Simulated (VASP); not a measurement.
# Hg (R-3m) in VASP: notebook

The runs below take Hg through single point, with LDA.

All numbers are computed with VASP 6.6.1; they aren't measurements. Logs are shortened: lines on timing, memory, paths and dates and some standing lists are left out, and cuts for length are marked.

### Step 1. The cell of the first run

Symmetry: R-3m, No. 166, trigonal system. Conventional cell: a = 3.493 Å, b = 3.493 Å, c = 6.444 Å, α = 90.00°, β = 90.00°, γ = 120.00°. Within 3.9 Å of Hg (site symmetry -3m) lie 12 Hg at 2.95 to 3.49 Å.

### Step 2. Single point, LDA

The input, INCAR:

```
SYSTEM = Hg
PREC = Accurate
ENCUT = 550
EDIFF = 1E-6
ISMEAR = 1
SIGMA = 0.01
LREAL = .FALSE.
LASPH = .TRUE.
NELM = 120
ALGO = Normal
ISIF = 2
LWAVE = .FALSE.
LCHARG = .TRUE.
GGA = CA
LELF = .TRUE.
LVHAR = .TRUE.
NBANDS = 16
GGA_COMPAT = .FALSE.
```

The input, KPOINTS:

```
regular mesh
0
G
  11 11 11
  0 0 0
```

The input, POSCAR:

```
Hg
1.0
    1.7463233735      1.0082402698      2.1478810803
   -1.7463233735      1.0082402698      2.1478810803
    0.0000000000     -2.0164805396      2.1478810803
Hg
1
Direct
    0.0000000000      1.0000000000      0.0000000000
```

Potentials or basis: VASP PAW LDA potentials, release 64 (Hg_sv_GW).

Run with:

```sh
$ cat potpaw_LDA.64/Hg_sv_GW/POTCAR > POTCAR
$ mpirun -np 1 vasp_std > vasp.out
```

OUTCAR:

```text
SYSTEM = Hg
   PREC = Accurate
   ENCUT = 550
   EDIFF = 1E-6
   ISMEAR = 1
   LREAL = .FALSE.
   LASPH = .TRUE.
   NELM = 120
   ISIF = 2
   GGA = CA

 ion  position               nearest neighbor table
   1  0.000  0.000  0.000-

  LATTYP: Found a trigonal (rhomboedric) cell.
 ALAT       =     2.9461138643
 COS(alpha) =     0.2972833017

  Lattice vectors:

 A1 = (   1.7463233735,   1.0082402698,   2.1478810803)
 A2 = (  -1.7463233735,   1.0082402698,   2.1478810803)
 A3 = (   0.0000000000,  -2.0164805396,   2.1478810803)

Analysis of symmetry for initial positions (statically):
=====================================================================
 Subroutine PRICEL returns:
 Original cell was already a primitive cell.

 Routine SETGRP: Setting up the symmetry group for a
 trigonal (rhombohedral) supercell.

 Subroutine GETGRP returns: Found 12 space group operations
 (whereof 12 operations were pure point group operations)
 out of a pool of 12 trial point group operations.

The static configuration has the point symmetry D_3d.

Analysis of symmetry for dynamics (positions and initial velocities):
=====================================================================
 Subroutine PRICEL returns:
 Original cell was already a primitive cell.

 Routine SETGRP: Setting up the symmetry group for a
 trigonal (rhombohedral) supercell.

 Subroutine GETGRP returns: Found 12 space group operations
 (whereof 12 operations were pure point group operations)
 out of a pool of 12 trial point group operations.

The dynamic configuration has the point symmetry D_3d.

 Subroutine INISYM returns: Found 12 space group operations
 (whereof 12 operations are pure point group operations),
 and found     1 'primitive' translations

----------------------------------------------------------------------------------------

                                     Primitive cell

  volume of cell :      22.6908

  direct lattice vectors                    reciprocal lattice vectors
     1.746323374  1.008240270  2.147881080     0.286315815  0.165304513  0.155191708
    -1.746323374  1.008240270  2.147881080    -0.286315815  0.165304513  0.155191708
     0.000000000 -2.016480540  2.147881080     0.000000000 -0.330609026  0.155191708

  length of vectors
     2.946113864  2.946113864  2.946113864     0.365221569  0.365221569  0.365221569

  position of ions in fractional coordinates (direct lattice)
     0.000000000  0.000000000  0.000000000

  ion indices of the primitive-cell ions
   primitive index   ion index
                 1           1

----------------------------------------------------------------------------------------

 KPOINTS: regular mesh

Automatic generation of k-mesh.
 Grid dimensions read from file:
 generate k-points for:   11   11   11

 Generating k-lattice:

  Cartesian coordinates                     Fractional coordinates (reciprocal lattice)
     0.026028710  0.015027683  0.014108337     0.090909091  0.000000000  0.000000000
    -0.026028710  0.015027683  0.014108337     0.000000000  0.090909091  0.000000000
     0.000000000 -0.030055366  0.014108337     0.000000000  0.000000000  0.090909091

  Length of vectors
     0.033201961  0.033201961  0.033201961

  Shift w.r.t. Gamma in fractional coordinates (k-lattice)
     0.000000000  0.000000000  0.000000000

 Subroutine IBZKPT returns following result:
 ===========================================

 Found    146 irreducible k-points:

 Following reciprocal coordinates:
            Coordinates               Weight
  0.000000  0.000000  0.000000      1.000000
  0.090909  0.000000 -0.000000      6.000000
  0.181818 -0.000000 -0.000000      6.000000
  0.272727  0.000000 -0.000000      6.000000
  0.363636 -0.000000 -0.000000      6.000000
  0.454545  0.000000 -0.000000      6.000000
[... 16 lines left out ...]
 -0.272727  0.181818  0.000000     12.000000
 -0.181818  0.181818  0.000000      6.000000
 [... further k-points ...]
   k-points           NKPTS =    146   k-points in BZ     NKDIM =    146   number of bands    NBANDS=     16
   number of dos      NEDOS =    301   number of ions     NIONS =      1
   total plane-waves  NPLWV =  13824
   dimension x,y,z NGX =    24 NGY =   24 NGZ =   24
   dimension x,y,z NGXF=    48 NGYF=   48 NGZF=   48
   ions per type =               1
   NGX,Y,Z   is equivalent  to a cutoff of  13.54, 13.54, 13.54 a.u.
   NGXF,Y,Z  is equivalent  to a cutoff of  27.09, 27.09, 27.09 a.u.
 SYSTEM =  Hg
   PREC   = accura    normal or accurate (medium, high low for compatibility)
   ISTART =      0    job   : 0-new  1-cont  2-samecut
   ICHARG =      2    charge: 1-file 2-atom 10-const
   ISPIN  =      1    spin polarized calculation?
   LNONCOLLINEAR =      F non collinear calculations
   LSORBIT =      F    spin-orbit coupling
   LASPH  =      T    aspherical Exc in radial PAW
   ENCUT  =  550.0 eV  40.42 Ry    6.36 a.u.   5.63  5.63  5.63*2*pi/ulx,y,z
   NELM   =    120;   NELMIN=  2; NELMDL= -5     # of ELM steps
   EDIFF  = 0.1E-05   stopping-criterion for ELM
   LREAL  =      F    real-space projection
   EDIFFG = 0.1E-04   stopping-criterion for IOM
   NSW    =      0    number of steps for IOM
   IBRION =     -1    ionic relax: 0-MD 1-quasi-New 2-CG
   NFREE  =      0    steps in history (QN), initial steepest desc. (CG)
   ISIF   =      2    stress and relaxation
   ISYM   =      2    0-nonsym 1-usesym 2-fastsym
   POTIM  = 0.5000    time-step for ionic-motion
   TEBEG  =    0.0;   TEEND  =   0.0 temperature during run
   PSTRESS=    0.0 pullay stress
   NELECT =      20.0000    total number of electrons
   NUPDOWN=      -1.0000    fix difference up-down
   EMIN   =  10.00;   EMAX   =-10.00  energy-range for DOS
   EFERMI =   0.00;   METHOD = LEGACY
   ISMEAR =     1;   SIGMA  =   0.01  broadening in eV -4-tet -1-fermi 0-gaus
   EFERMI_NEDOS =   21; number of points for ismear=-14 and -15
   IALGO  =     38    algorithm
   IMIX   =      4    mixing-type and parameters
     AMIX     =   0.40;   BMIX     =  1.00
     AMIX_MAG =   1.60;   BMIX_MAG =  1.00
  volume/ion in A,a.u.               =      22.69       153.13
  Fermi-wavevector in a.u.,A,eV,Ry     =   1.569645  2.966199 33.521835  2.463785
  Thomas-Fermi vector in A             =   2.671497
   LORBIT       =      0    0 simple, 1 ext, 2 COOP (PROOUT), +10 PAW based schemes
   GGA     = CA    functional components
   LHFCALC =     F    Hartree Fock is set to
   AEXX    =    0.0000 exact exchange contribution
   IVDW    =     0    specifies the selected vdW correction
   LEPSILON=     F    determine dielectric tensor
   LRPA    =     F    only Hartree local field effects (RPA)
 non-spin polarized calculation
 Methfessel and Paxton  Order N= 1 SIGMA  =   0.01
  energy-cutoff  :      550.00
  volume of cell :       22.69
 maximum number of plane-waves:       686
   NGX = 11   NGY = 11   NGZ = 11

 number of electron      19.9999992 magnetization

 Free energy of the ion-electron system (eV)
  ---------------------------------------------------
  ext. energy  EPLUGINS =         0.00000000
  ---------------------------------------------------
  free energy    TOTEN  =        -0.98206809 eV

  energy without entropy =       -0.98204165  energy(sigma->0) =       -0.98205928

 E-fermi :   6.0245     XC(G=0): -11.9124

 val. band max:        6.0227588054   @ k =  -0.1818   0.4545   0.0909
 cond. band min:       6.2178759736   @ k =  -0.4545   0.2727   0.0000
 fundamental gap:      0.1951171681
 Fermi energy:         6.0245201226

 k-point     1 :       0.0000    0.0000    0.0000
  band No.  band energies     occupation
      1    -108.4506      2.00000
      2     -57.0323      2.00000
      3     -57.0282      2.00000
      4     -57.0282      2.00000
      5      -3.3888      2.00000
      6      -1.8458      2.00000
[... 8 lines left out ...]
     15      24.5615      0.00000
     16      24.5615      0.00000

 k-point     2 :       0.0909    0.0000   -0.0000
  band No.  band energies     occupation
      1    -108.4505      2.00000
      2     -57.0361      2.00000
      3     -57.0296      2.00000
      4     -57.0280      2.00000
      5      -3.2028      2.00000
      6      -1.8327      2.00000
[... 8 lines left out ...]
     15      24.2075      0.00000
     16      25.2110      0.00000

 k-point     3 :       0.1818   -0.0000   -0.0000
  band No.  band energies     occupation
      1    -108.4500      2.00000
      2     -57.0497      2.00000
      3     -57.0299      2.00000
      4     -57.0275      2.00000
      5      -2.7584      2.00000
      6      -1.8063      2.00000
[... 8 lines left out ...]
     15      23.8480      0.00000
     16      25.5131      0.00000

 k-point     4 :       0.2727    0.0000   -0.0000
  band No.  band energies     occupation
      1    -108.4495      2.00000
      2     -57.0678      2.00000
      3     -57.0297      2.00000
      4     -57.0267      2.00000
      5      -2.4274      2.00000
      6      -1.7941      2.00000
[... 8 lines left out ...]
     15      23.9401      0.00000
     16      24.8048      0.00000
[... 324 lines left out ...]
 k-point    22 :      -0.3636    0.1818    0.0000
  band No.  band energies     occupation
      1    -108.4484      2.00000
      2     -57.0851      2.00000
      3     -57.0454      2.00000
      4     -57.0270      2.00000
      5      -2.0319      2.00000
      6      -1.5103      2.00000
[... 8 lines left out ...]
     15      24.3479      0.00000
     16      25.4728      0.00000

 k-point    23 :      -0.2727    0.1818    0.0000
  band No.  band energies     occupation
      1    -108.4489      2.00000
      2     -57.0693      2.00000
      3     -57.0465      2.00000
      4     -57.0274      2.00000
      5      -2.0098      2.00000
      6      -1.4925      2.00000
[... 8 lines left out ...]
     15      23.0680      0.00000
     16      25.6369      0.00000

 k-point    24 :      -0.1818    0.1818    0.0000
  band No.  band energies     occupation
      1    -108.4495      2.00000
      2     -57.0541      2.00000
      3     -57.0446      2.00000
      4     -57.0278      2.00000
      5      -2.1142      2.00000
      6      -1.5342      2.00000
[... 8 lines left out ...]
     15      24.1167      0.00000
     16      25.6893      0.00000

 [... further k-points ...]

------------------------ aborting loop because EDIFF is reached ----------------------------------------

  FORCE on cell =-STRESS in cart. coord.  units (eV):
  Direction    XX          YY          ZZ          XY          YZ          ZX
  --------------------------------------------------------------------------------------
  -------------------------------------------------------------------------------------
  Total        0.0073584      0.0073584      0.0774845      0.0000000      0.0000000      0.0000000
  in kB        0.5195672      0.5195672      5.4711056      0.0000000      0.0000000      0.0000000
  external PRESSURE =       2.1700800 kB  Pullay stress =       0.0000000 kB

 VOLUME and BASIS-vectors are now :
 -----------------------------------------------------------------------------
  energy-cutoff  :      550.00
  volume of cell :       22.69
      direct lattice vectors                 reciprocal lattice vectors
     1.746323374  1.008240270  2.147881080     0.286315815  0.165304513  0.155191708
    -1.746323374  1.008240270  2.147881080    -0.286315815  0.165304513  0.155191708
     0.000000000 -2.016480540  2.147881080     0.000000000 -0.330609026  0.155191708

 POSITION                                       TOTAL-FORCE (eV/Angst)
 -----------------------------------------------------------------------------------
      0.00000      0.00000      0.00000         0.000000      0.000000     -0.000000
 -----------------------------------------------------------------------------------
    total drift:                               -0.000000     -0.000000      0.000000

  FREE ENERGIE OF THE ION-ELECTRON SYSTEM (eV)
  ---------------------------------------------------
  free  energy   TOTEN  =        -0.9820680921 eV

  energy  without entropy=       -0.9820416464  energy(sigma->0) =       -0.98205928
```

Run time: 24 s. Hardware: 1 thread of Intel Xeon Platinum 8175M at 2.50GHz (Skylake/Cascade Lake), shared host; peak memory 0.19 GiB.

Results:

| Property | Result |
| --- | --- |
| Free energy | -0.9821 eV |
| Pressure | 0.2 GPa |
| Band gap on the k mesh | zero (bands 10 and 11 overlap by 2.74 eV) |

Caveat: spin-orbit coupling is left out, which moves the levels of the heavy elements.

(Continued in part 2 of 2.)

The gap in the log of VASP goes by the Fermi energy; the results here count the filled bands.